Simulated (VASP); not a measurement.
# SrTiO3 (P2/m) in VASP: notebook

SrTiO3 is run at these levels: PBE+U; tasks: single point.

Everything below comes from runs of VASP 6.6.1. Logs are shortened: lines on timing, memory, paths and dates and some standing lists are left out, and cuts for length are marked.

## (1) The cell of the first run

The typed cell holds 5 atoms: a = 3.947 Å, b = 3.947 Å, c = 3.951 Å, α = 90.00°, β = 87.42°, γ = 90.00°.

## (2) Single point, PBE+U (shear of c along a, cell held: +4.5 %)

Contents of INCAR:

```
SYSTEM = SrTiO3
ALGO     = Normal         ! electronic algorithm
EDIFF    = 1E-6           ! SCF threshold, eV
ENCUT    = 520            ! plane-wave cutoff, eV
GGA      = PE             ! functional
ISIF     = 2              ! what is computed and relaxed
ISMEAR   = 0              ! smearing method
LASPH    = .True.         ! aspherical terms in the spheres
LCHARG   = .False.        ! write CHGCAR
LDAU     = .True.         ! DFT+U
LDAUJ    = 0 0 0        
LDAUL    = -1 2 -1        ! shell
LDAUPRINT= 1            
LDAUTYPE = 2            
LDAUU    = 0 4 0          ! U, eV
LMAXMIX  = 4              ! l up to which the mixer works
LREAL    = .False.        ! projectors in reciprocal space
LWAVE    = .False.        ! write WAVECAR
NBANDS   = 28             ! bands
NELM     = 150            ! most SCF steps
PREC     = Accurate       ! precision mode
SIGMA    = 0.02           ! smearing width, eV
```

Contents of KPOINTS:

```
k-points
0
Gamma
  8 8 8
  0 0 0
```

Contents of POSCAR:

```
SrTiO3
1.0
    3.9471298193      0.0000000000      0.0000000000
    0.0000000000      3.9471298193      0.0000000000
    0.1776208419      0.0000000000      3.9471298193
Sr Ti O
1 1 3
Direct
    0.0000000000      0.0000000000      0.0000000000
    0.5000000000      0.5000000000      0.5000000000
    0.5000000000      0.0000000000      0.5000000000
    0.5000000000      0.5000000000      0.0000000000
    0.0000000000      0.5000000000      0.5000000000
```

Potentials or basis: VASP PAW PBE potentials, release 64 (Sr_sv, Ti_sv, O).

The run is started by

```sh
$ cat potpaw_PBE.64/Sr_sv/POTCAR potpaw_PBE.64/Ti_sv/POTCAR potpaw_PBE.64/O/POTCAR > POTCAR
$ mpirun -np 1 vasp_std > vasp.out
```

OUTCAR:

```text
SYSTEM = SrTiO3
   EDIFF = 1E-6
   ENCUT = 520
   GGA = PE
   ISIF = 2
   ISMEAR = 0
   LASPH = .True.
   LREAL = .False.
   NELM = 150
   PREC = Accurate

 ion  position               nearest neighbor table
   1  0.000  0.000  0.000-   3 2.73   3 2.73   4 2.79   4 2.79   4 2.79   4 2.79   5 2.79   5 2.79
                             5 2.79   5 2.79   3 2.85   3 2.85   2 3.37   2 3.37   2 3.37   2 3.37
   2  0.500  0.500  0.500-   3 1.97   5 1.97   3 1.97   5 1.97   4 1.98   4 1.98   1 3.37   1 3.37
                             1 3.37   1 3.37   1 3.47   1 3.47   1 3.47   1 3.47
   3  0.500  0.000  0.500-   2 1.97   2 1.97   1 2.73   1 2.73   1 2.85   1 2.85
   4  0.500  0.500  0.000-   2 1.98   2 1.98   1 2.79   1 2.79   1 2.79   1 2.79
   5  0.000  0.500  0.500-   2 1.97   2 1.97   1 2.79   1 2.79   1 2.79   1 2.79

  LATTYP: Found a simple monoclinic cell.
 ALAT       =     3.9471298193
 B/A-ratio  =     1.0000000000
 C/A-ratio  =     1.0010119879
 COS(beta)  =    -0.0449545066

  Lattice vectors:

 A1 = (   3.9471298193,   0.0000000000,   0.0000000000)
 A2 = (   0.0000000000,  -3.9471298193,   0.0000000000)
 A3 = (  -0.1776208419,   0.0000000000,  -3.9471298193)

Analysis of symmetry for initial positions (statically):
=====================================================================
 Subroutine PRICEL returns:
 Original cell was already a primitive cell.

 Routine SETGRP: Setting up the symmetry group for a
 simple monoclinic supercell.

 Subroutine GETGRP returns: Found  4 space group operations
 (whereof  4 operations were pure point group operations)
 out of a pool of  4 trial point group operations.

The static configuration has the point symmetry C_2h.

Analysis of symmetry for dynamics (positions and initial velocities):
=====================================================================
 Subroutine PRICEL returns:
 Original cell was already a primitive cell.

 Routine SETGRP: Setting up the symmetry group for a
 simple monoclinic supercell.

[... 149 lines left out ...]
 maximum number of plane-waves:      1679
 NGX is ok and might be reduce to    30
   NGX = 15   NGY = 15   NGZ = 15

atom =   2  type =  2  l = 2

 onsite density matrix

spin component  1

  0.1023 -0.0005  0.0000  0.0000  0.0000
 -0.0005  0.1021  0.0000  0.0000  0.0000
  0.0000  0.0000  0.2468  0.0074 -0.0001
  0.0000  0.0000  0.0074  0.1027 -0.0001
  0.0000  0.0000 -0.0001 -0.0001  0.2478

spin component  2

  0.1023 -0.0005  0.0000  0.0000  0.0000
 -0.0005  0.1021  0.0000  0.0000  0.0000
  0.0000  0.0000  0.2468  0.0074 -0.0001
  0.0000  0.0000  0.0074  0.1027 -0.0001
  0.0000  0.0000 -0.0001 -0.0001  0.2478

 occupancies and eigenvectors

  o =  0.1017  v = -0.6336 -0.7737  0.0000  0.0000  0.0000  0.0000  0.0000  0.0000  0.0000  0.0000      0.0000  0.0000  0.0000  0.0000  0.0000  0.0000  0.0000  0.0000  0.0000  0.0000
  o =  0.1017  v =  0.0000  0.0000  0.0000  0.0000  0.0000 -0.6336 -0.7737  0.0000  0.0000  0.0000      0.0000  0.0000  0.0000  0.0000  0.0000  0.0000  0.0000  0.0000  0.0000  0.0000
  o =  0.1023  v =  0.0000  0.0000 -0.0512  0.9987  0.0010  0.0000  0.0000  0.0000  0.0000  0.0000      0.0000  0.0000  0.0000  0.0000  0.0000  0.0000  0.0000  0.0000  0.0000  0.0000
  o =  0.1023  v =  0.0000  0.0000  0.0000  0.0000  0.0000  0.0000  0.0000 -0.0512  0.9987  0.0010      0.0000  0.0000  0.0000  0.0000  0.0000  0.0000  0.0000  0.0000  0.0000  0.0000
  o =  0.1027  v =  0.0000  0.0000  0.0000  0.0000  0.0000 -0.7737  0.6336  0.0000  0.0000  0.0000      0.0000  0.0000  0.0000  0.0000  0.0000  0.0000  0.0000  0.0000  0.0000  0.0000
  o =  0.1027  v = -0.7737  0.6336  0.0000  0.0000  0.0000  0.0000  0.0000  0.0000  0.0000  0.0000      0.0000  0.0000  0.0000  0.0000  0.0000  0.0000  0.0000  0.0000  0.0000  0.0000
  o =  0.2472  v =  0.0000  0.0000  0.9880  0.0505  0.1459  0.0000  0.0000  0.0000  0.0000  0.0000      0.0000  0.0000  0.0000  0.0000  0.0000  0.0000  0.0000  0.0000  0.0000  0.0000
  o =  0.2472  v =  0.0000  0.0000  0.0000  0.0000  0.0000  0.0000  0.0000  0.9880  0.0505  0.1459      0.0000  0.0000  0.0000  0.0000  0.0000  0.0000  0.0000  0.0000  0.0000  0.0000
  o =  0.2478  v =  0.0000  0.0000  0.0000  0.0000  0.0000  0.0000  0.0000 -0.1456 -0.0084  0.9893      0.0000  0.0000  0.0000  0.0000  0.0000  0.0000  0.0000  0.0000  0.0000  0.0000
  o =  0.2478  v =  0.0000  0.0000 -0.1456 -0.0084  0.9893  0.0000  0.0000  0.0000  0.0000  0.0000      0.0000  0.0000  0.0000  0.0000  0.0000  0.0000  0.0000  0.0000  0.0000  0.0000

 number of electron      39.9999987 magnetization

 Free energy of the ion-electron system (eV)
  ---------------------------------------------------
  ext. energy  EPLUGINS =         0.00000000
  ---------------------------------------------------
  free energy    TOTEN  =       -37.36217664 eV

  energy without entropy =      -37.36217664  energy(sigma->0) =      -37.36217664

 E-fermi :   4.2592     XC(G=0): -11.1095

 val. band max:        4.0712047276   @ k =   0.5000   0.5000   0.5000
 cond. band min:       6.2594055563   @ k =   0.0000   0.0000   0.0000
 fundamental gap:      2.1882008287
 Fermi energy:         4.2591592568

 k-point     1 :       0.0000    0.0000    0.0000
  band No.  band energies     occupation
      1     -53.6129      2.00000
      2     -29.8098      2.00000
      3     -29.7911      2.00000
      4     -29.7687      2.00000
      5     -28.8456      2.00000
      6     -13.3344      2.00000
[... 733 lines left out ...]
     27      12.0129      0.00000
     28      13.0379      0.00000

 [... further k-points ...]
[... 5 lines left out ...]
  --------------------------------------------------------------------------------------
  -------------------------------------------------------------------------------------
  Total        1.0186638      1.0623336      1.0987626      0.0000000      0.0000000     -1.8960594
  in kB       26.5397742     27.6775270     28.6266299      0.0000000      0.0000000    -49.3990139
  external PRESSURE =      27.6146437 kB  Pullay stress =       0.0000000 kB

 VOLUME and BASIS-vectors are now :
 -----------------------------------------------------------------------------
  energy-cutoff  :      520.00
  volume of cell :       61.50
      direct lattice vectors                 reciprocal lattice vectors
     3.947129819  0.000000000  0.000000000     0.253348647  0.000000000 -0.011400689
     0.000000000  3.947129819  0.000000000     0.000000000  0.253348647  0.000000000
     0.177620842  0.000000000  3.947129819     0.000000000  0.000000000  0.253348647

 POSITION                                       TOTAL-FORCE (eV/Angst)
 -----------------------------------------------------------------------------------
      0.00000      0.00000      0.00000        -0.000000      0.000000      0.000000
      2.06238      1.97356      1.97356        -0.000000      0.000000      0.000000
      2.06238      0.00000      1.97356        -0.000000      0.000000      0.000000
      1.97356      1.97356      0.00000        -0.000000      0.000000      0.000000
      0.08881      1.97356      1.97356         0.000000      0.000000      0.000000
 -----------------------------------------------------------------------------------
    total drift:                                0.000000      0.000000     -0.000000

  FREE ENERGIE OF THE ION-ELECTRON SYSTEM (eV)
  ---------------------------------------------------
  free  energy   TOTEN  =       -37.3621766359 eV

  energy  without entropy=      -37.3621766359  energy(sigma->0) =      -37.36217664
```

stdout:

```text
POSCAR found type information on POSCAR SrTiO
 POSCAR found :  3 types and       5 ions
 scaLAPACK will be used
 LDA part: xc-table for (Slater+PW92), standard interpolation
 POSCAR, INCAR and KPOINTS ok, starting setup
 FFT: planning ... GRIDC
 FFT: planning ... GRID_SOFT
 FFT: planning ... GRID
 WAVECAR not read
 entering main loop
```

Wall time 4.5 min (1 thread of Intel Xeon Platinum 8259CL at 2.50GHz (Skylake/Cascade Lake), shared host); peak memory 0.39 GiB.

What came out:

* Free energy: -37.3622 eV
* Pressure: 2.8 GPa
* Band gap on the k mesh: 2.19 eV, indirect (least direct gap 2.51 eV)

Stress tensor (GPa, compression positive):
```
 2.65  0.00 -4.94
 0.00  2.77  0.00
-4.94  0.00  2.86
```

Eigenvalues of the final occupation matrices:
| site | spin | trace | eigenvalues |
| --- | --- | --- | --- |
| site 2 d | 1 | 0.80 | 0.10 0.10 0.10 0.25 0.25 |
| site 2 d | 2 | 0.80 | 0.10 0.10 0.10 0.25 0.25 |

Caveat: the cell differs from its parent crystal (shear of c along a, cell held: +4.5 %). A k mesh can miss the band edges.

## (3) Single point, PBE+U (shear of c along a, cell held: +6.0 %)

Contents of INCAR:

```
  PREC = Accurate
  ENCUT = 520
  EDIFF = 1E-7
  ISMEAR = 0
  SIGMA = 0.02
  LREAL = False
  LASPH = True
  NELM = 150
  ALGO = Normal
  ISIF = 2
  LWAVE = False
  LCHARG = True
  LMAXMIX = 4
  LDAU = True
  LDAUTYPE = 2
  LDAUL = -1 2 -1
  LDAUU = 0 4 0
  LDAUJ = 0 0 0
  LDAUPRINT = 1
  GGA = PE
  LELF = True
  LVHAR = True
  NBANDS = 28
```

Contents of KPOINTS:

```
regular mesh
0
Gamma
  8 8 8
```

Edit POSCAR of step 2 so:

```diff
@@ -4,3 +4,3 @@
     0.0000000000      3.9471298193      0.0000000000
-    0.1776208419      0.0000000000      3.9471298193
+    0.2368277892      0.0000000000      3.9471298193
 Sr Ti O
```

Potentials or basis: VASP PAW PBE potentials, release 64 (Sr_sv, Ti_sv, O).

The run is started by

```sh
$ cat potpaw_PBE.64/Sr_sv/POTCAR potpaw_PBE.64/Ti_sv/POTCAR potpaw_PBE.64/O/POTCAR > POTCAR
$ mpirun -np 1 vasp_std > vasp.out
```

Wall time 3 min (1 thread of AMD EPYC 9R45 (Zen 5), shared host); peak memory 0.36 GiB.

Results (log left out):

```yaml
Free_energy: -37.3290 eV
Pressure: 2.8 GPa
Band_gap_on_the_k_mesh: 2.13 eV, indirect (least direct gap 2.42 eV)
```

Stress tensor (GPa, compression positive):
```
 2.63  0.00 -6.60
 0.00  2.83  0.00
-6.60  0.00  3.01
```

Levels at points of the mesh, in eV from the valence-band top:
```csv
k point,band 16,band 17,band 18,band 19,band 20,band 21,band 22,band 23,band 24,band 25
"(0.00, 0.00, 0.00)",-1.16,-1.09,-0.60,-0.50,-0.29,2.13,2.21,2.35,4.04,4.05
"(0.50, 0.00, 0.00)",-2.23,-2.22,-1.97,-0.86,-0.86,2.43,3.96,4.03,4.10,6.07
"(0.00, 0.50, 0.00)",-2.25,-2.21,-1.94,-1.13,-0.55,2.42,3.98,4.05,4.06,6.08
"(0.50, 0.50, 0.00)",-2.69,-1.96,-1.60,-1.58,-0.14,4.00,4.03,4.50,4.91,7.68
"(0.00, 0.00, 0.50)",-2.21,-2.20,-1.97,-0.86,-0.85,2.43,3.96,4.01,4.10,6.07
"(0.50, 0.00, 0.50)",-2.61,-1.97,-1.64,-1.59,-0.09,3.95,4.10,4.47,4.94,7.65
"(0.00, 0.50, 0.50)",-2.67,-1.96,-1.61,-1.59,-0.15,3.98,4.02,4.49,4.93,7.67
"(0.50, 0.50, 0.50)",-3.60,-3.48,-0.09,-0.02,0.00,4.62,4.67,4.75,6.49,6.74
```

Eigenvalues of the final occupation matrices:
```
    site  spin  trace               eigenvalues
site 2 d     1   0.80  0.10 0.10 0.10 0.25 0.25
site 2 d     2   0.80  0.10 0.10 0.10 0.25 0.25
```

Caveat: the cell differs from its parent crystal (shear of c along a, cell held: +6.0 %).

## (4) Single point, PBE+U

Contents of INCAR:

```
SYSTEM = SrTiO3
ALGO = Normal ; EDIFF = 1E-6
ENCUT = 520 ; GGA = PE
ISIF = 2 ; ISMEAR = 0
LASPH = .TRUE. ; LCHARG = .FALSE.
LDAU = .TRUE. ; LDAUJ = 0 0 0
LDAUL = -1 2 -1 ; LDAUPRINT = 1
LDAUTYPE = 2 ; LDAUU = 0 4 0
LMAXMIX = 4 ; LREAL = .FALSE.
LWAVE = .FALSE. ; NBANDS = 28
NELM = 150 ; PREC = Accurate
SIGMA = 0.02
```

Contents of KPOINTS:

```
k-points
0
G
  8 8 8
  0 0 0
```

Edit POSCAR of step 3 so:

```diff
@@ -4,3 +4,3 @@
     0.0000000000      3.9471298193      0.0000000000
-    0.2368277892      0.0000000000      3.9471298193
+    0.3552416837      0.0000000000      3.9471298193
 Sr Ti O
```

Potentials or basis: VASP PAW PBE potentials, release 64 (Sr_sv, Ti_sv, O).

The run is started by

```sh
$ cat potpaw_PBE.64/Sr_sv/POTCAR potpaw_PBE.64/Ti_sv/POTCAR potpaw_PBE.64/O/POTCAR > POTCAR
$ mpirun -np 1 vasp_std > vasp.out
```

OUTCAR:

```text
SYSTEM = SrTiO3
   EDIFF = 1E-6
   ENCUT = 520
   GGA = PE
   ISIF = 2
   ISMEAR = 0
   LASPH = .TRUE.
   LREAL = .FALSE.
   NELM = 150
   PREC = Accurate

 ion  position               nearest neighbor table
   1  0.000  0.000  0.000-   3 2.67   3 2.67   4 2.79   4 2.79   4 2.79   4 2.79   5 2.80   5 2.80
                             5 2.80   5 2.80   3 2.92   3 2.92   2 3.32   2 3.32   2 3.32   2 3.32
   2  0.500  0.500  0.500-   3 1.97   5 1.97   3 1.97   5 1.97   4 1.98   4 1.98   1 3.32   1 3.32
[... 993 lines left out ...]
  -------------------------------------------------------------------------------------
  Total        0.9696844      1.1474337      1.3092018      0.0000000      0.0000000     -3.8279478
  in kB       25.2636876     29.8946817     34.1093109      0.0000000      0.0000000    -99.7315012
  external PRESSURE =      29.7558934 kB  Pullay stress =       0.0000000 kB

 VOLUME and BASIS-vectors are now :
 -----------------------------------------------------------------------------
  energy-cutoff  :      520.00
  volume of cell :       61.50
      direct lattice vectors                 reciprocal lattice vectors
     3.947129819  0.000000000  0.000000000     0.253348647  0.000000000 -0.022801378
     0.000000000  3.947129819  0.000000000     0.000000000  0.253348647  0.000000000
     0.355241684  0.000000000  3.947129819     0.000000000  0.000000000  0.253348647

 POSITION                                       TOTAL-FORCE (eV/Angst)
 -----------------------------------------------------------------------------------
      0.00000      0.00000      0.00000         0.000000      0.000000      0.000000
      2.15119      1.97356      1.97356         0.000000      0.000000      0.000000
      2.15119      0.00000      1.97356        -0.000000      0.000000      0.000000
      1.97356      1.97356      0.00000        -0.000000      0.000000      0.000000
      0.17762      1.97356      1.97356         0.000000      0.000000      0.000000
 -----------------------------------------------------------------------------------
    total drift:                                0.000000      0.000000     -0.000000

  FREE ENERGIE OF THE ION-ELECTRON SYSTEM (eV)
  ---------------------------------------------------
  free  energy   TOTEN  =       -37.2335894706 eV

  energy  without entropy=      -37.2335894706  energy(sigma->0) =      -37.23358947
```

OSZICAR:

```text
N       E                     dE             d eps       ncg     rms          rms(c)
DAV:   1     0.438303862154E+03    0.43830E+03   -0.21372E+04  9520   0.158E+03
DAV:   2    -0.346643778594E+01   -0.44177E+03   -0.42279E+03 10944   0.441E+02
DAV:   3    -0.465518095853E+02   -0.43085E+02   -0.42779E+02 13052   0.134E+02
DAV:   4    -0.486304496636E+02   -0.20786E+01   -0.20737E+01 14652   0.253E+01
DAV:   5    -0.486884663331E+02   -0.58017E-01   -0.58006E-01 13440   0.344E+00    0.260E+01
DAV:   6    -0.370080325382E+02    0.11680E+02   -0.55657E+01 14184   0.649E+01    0.142E+01
DAV:   7    -0.372505136775E+02   -0.24248E+00   -0.64220E+00 12296   0.151E+01    0.102E+01
DAV:   8    -0.373268584399E+02   -0.76345E-01   -0.17271E+00 11620   0.120E+01    0.331E+00
DAV:   9    -0.372429288021E+02    0.83930E-01   -0.30034E-01 11656   0.556E+00    0.115E+00
DAV:  10    -0.372396460806E+02    0.32827E-02   -0.12613E-01 11108   0.211E+00    0.709E-01
DAV:  11    -0.372337892130E+02    0.58569E-02   -0.33159E-02 12744   0.170E+00    0.203E-01
DAV:  12    -0.372335438550E+02    0.24536E-03   -0.22520E-03 10928   0.498E-01    0.804E-02
DAV:  13    -0.372335937100E+02   -0.49855E-04   -0.19615E-04 12648   0.100E-01    0.552E-02
DAV:  14    -0.372335935881E+02    0.12195E-06   -0.10552E-04 11148   0.575E-02    0.236E-02
DAV:  15    -0.372335891379E+02    0.44501E-05   -0.22246E-05 13644   0.396E-02    0.539E-03
DAV:  16    -0.372335894706E+02   -0.33270E-06   -0.12905E-06  7188   0.908E-03
   1 F= -.37233589E+02 E0= -.37233589E+02  d E =-.560483E-83
```

stdout:

```text
POSCAR found type information on POSCAR SrTiO
 POSCAR found :  3 types and       5 ions
 scaLAPACK will be used
 LDA part: xc-table for (Slater+PW92), standard interpolation
 POSCAR, INCAR and KPOINTS ok, starting setup
 FFT: planning ... GRIDC
 FFT: planning ... GRID_SOFT
 FFT: planning ... GRID
 WAVECAR not read
 entering main loop
```

It took 2.1 min on 1 thread of Intel Xeon 6975P-C (Granite Rapids), shared host; peak memory 0.39 GiB.

Results:

```
Free energy            : -37.2336 eV
Pressure               : 3.0 GPa
Band gap on the k mesh : 1.99 eV, indirect (least direct gap 2.22 eV)
```

Stress tensor (GPa, compression positive):
```
 2.53  0.00 -9.97
 0.00  2.99  0.00
-9.97  0.00  3.41
```

Levels at points of the mesh, in eV from the valence-band top:
| k point | band 16 | band 17 | band 18 | band 19 | band 20 | band 21 | band 22 | band 23 | band 24 | band 25 |
| --- | --- | --- | --- | --- | --- | --- | --- | --- | --- | --- |
| (0.00, 0.00, 0.00) | -1.21 | -1.13 | -0.70 | -0.57 | -0.22 | 1.99 | 2.09 | 2.32 | 3.95 | 3.97 |
| (0.50, 0.00, 0.00) | -2.29 | -2.27 | -2.05 | -0.94 | -0.92 | 2.34 | 3.85 | 3.95 | 4.04 | 5.98 |
| (0.00, 0.50, 0.00) | -2.33 | -2.27 | -1.98 | -1.31 | -0.44 | 2.33 | 3.87 | 3.96 | 4.00 | 5.99 |
| (0.50, 0.50, 0.00) | -2.73 | -2.03 | -1.65 | -1.61 | -0.20 | 3.88 | 3.93 | 4.43 | 4.81 | 7.65 |
| (0.00, 0.00, 0.50) | -2.25 | -2.22 | -2.05 | -0.93 | -0.92 | 2.34 | 3.83 | 3.92 | 4.04 | 5.97 |
| (0.50, 0.00, 0.50) | -2.61 | -2.05 | -1.72 | -1.64 | -0.09 | 3.82 | 4.05 | 4.37 | 4.87 | 7.58 |
| (0.00, 0.50, 0.50) | -2.69 | -2.03 | -1.67 | -1.63 | -0.22 | 3.84 | 3.93 | 4.41 | 4.84 | 7.64 |
| (0.50, 0.50, 0.50) | -3.65 | -3.48 | -0.18 | -0.07 | 0.00 | 4.51 | 4.57 | 4.69 | 6.32 | 6.70 |

Eigenvalues of the final occupation matrices:
| site | spin | trace | eigenvalues |
| --- | --- | --- | --- |
| site 2 d | 1 | 0.80 | 0.10 0.10 0.10 0.25 0.25 |
| site 2 d | 2 | 0.80 | 0.10 0.10 0.10 0.25 0.25 |

(Part 1 of 2 ends here.)
